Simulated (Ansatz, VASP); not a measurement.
One calculation of Ta2N, two programs

Contents of INCAR:

```
SYSTEM = Ta2N
  PREC = Accurate
  ENCUT = 520
  EDIFF = 1E-6
  ISMEAR = 0
  SIGMA = 0.15
  LREAL = .False.
  LASPH = .True.
  NELM = 80
  ALGO = Normal
  ISIF = 2
  LWAVE = .False.
  LCHARG = .False.
  GGA = PS
  NBANDS = 20
```

KPOINTS

```
regular mesh
0
Gamma
  18 18 12
  0 0 0
```

The input POSCAR:

```
Ta2N
1.0
    3.2499932597      0.0000000000      0.0000000000
   -1.6249966299      2.8145767251      0.0000000000
    0.0000000000      0.0000000000      4.3279912109
Ta N
2 1
Direct
    0.6666666667      0.3333333333      0.7462554482
    0.3333333333      0.6666666667      0.2537445518
    0.0000000000      0.0000000000      0.0000000000
```

Input for Ansatz:

```yaml
crystal:
  lattice:
    - [3.2499932597, 0.0, 0.0]
    - [-1.6249966299, 2.8145767251, 0.0]
    - [0.0, 0.0, 4.3279912109]
  atoms:
    - { symbol: Ta, position: [0.6666666667, 0.3333333333, 0.7462554482] }
    - { symbol: Ta, position: [0.3333333333, 0.6666666667, 0.2537445518] }
    - { symbol: "N", position: [0.0, 0.0, 0.0] }
basis:
  ecutwfc: 420
kpoints:
  mp_grid: { grid: [18, 18, 12] }
hamiltonian:
  xc: pbesol
scf:
  occupations: { method: gaussian, width: 0.15 }
output:
  forces: true
  stress: true
  eigenvalues: true
```

Alike in both runs: task single point; functional PBEsol; k mesh 18 × 18 × 12; occupations gaussian, width 0.15 eV; no spin polarisation.

|  | VASP | Ansatz |
| --- | --- | --- |
| version | VASP 6.6.1 | Ansatz 0.2.0 |
| potentials or method | VASP PAW PBE potentials, release 64 (Ta_pv, N), cutoff 520 eV | scalar-relativistic, plane waves, PAW |
| valence electrons in the cell | 27 | 31 |

```tsv
	VASP	Ansatz	Ansatz less VASP
gap on the k mesh at the Fermi level (eV)	none	none	-
pressure (GPa)	3.3	2.7	-0.59
traceless stress, the component that is largest in VASP (GPa)	29.68	29.80	+0.116
rms of the force components (eV/Å)	0.563	0.591	+0.0279
```

VASP's potentials were made for PBE, not for PBEsol. Atom by atom the forces differ by 0.028 eV/Å (rms over components). A gap of «none» marks a metal or a gap that the smearing closes. With one functional, cell and mesh, what is left measures potentials, basis and numerics. VASP's potentials hold 27 valence electrons a cell and Ansatz's 31, so a difference there can come from the potentials and not from the codes.

Neither program's run includes spin-orbit coupling.
